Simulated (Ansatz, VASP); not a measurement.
## One calculation of NaCl, two programs

```
Na Cl
1.0
     0.01366    2.73902    2.73902
     2.73902    0.01366    2.73902
     2.73902    2.73902    0.01366
Na Cl
1 1
Direct
  0.00000 0.00000 0.00000
  0.50000 0.50000 0.50000
```

Change from the starting cell: equal xy, yz and zx engineering shears of +0.5 %, PAW files.

Alike in both runs: functional LDA; k mesh 8 × 8 × 8; no spin polarisation.

Ansatz relaxed the structure, and its values are those at the end. VASP's run is a single point on that final structure, the one shown.

|  | VASP | Ansatz |
| --- | --- | --- |
| version | VASP 6.6.1 | Ansatz 0.2.0 |
| potentials or method | VASP PAW LDA potentials, release 64 (Na_pv, Cl) | PAW with Ansatz's default frozen-core files, scalar-relativistic |
| plane-wave cutoff (eV) | 520 | 420 |
| occupations | gaussian, width 0.01 eV | fixed |
| valence electrons in the cell | 14 | 16 |

|  | VASP | Ansatz | Ansatz less VASP |
| --- | --- | --- | --- |
| gap on the k mesh at the Fermi level (eV) | 5.07 | 5.06 | -0.007 |
| pressure (GPa) | 0.0 | 0.0 | -0.04 |

LDA's correlation is that of Perdew and Zunger in VASP and of Perdew and Wang (1992) in Ansatz. VASP's potentials hold 14 valence electrons a cell and Ansatz's 16, so a difference there can come from the potentials and not from the codes.
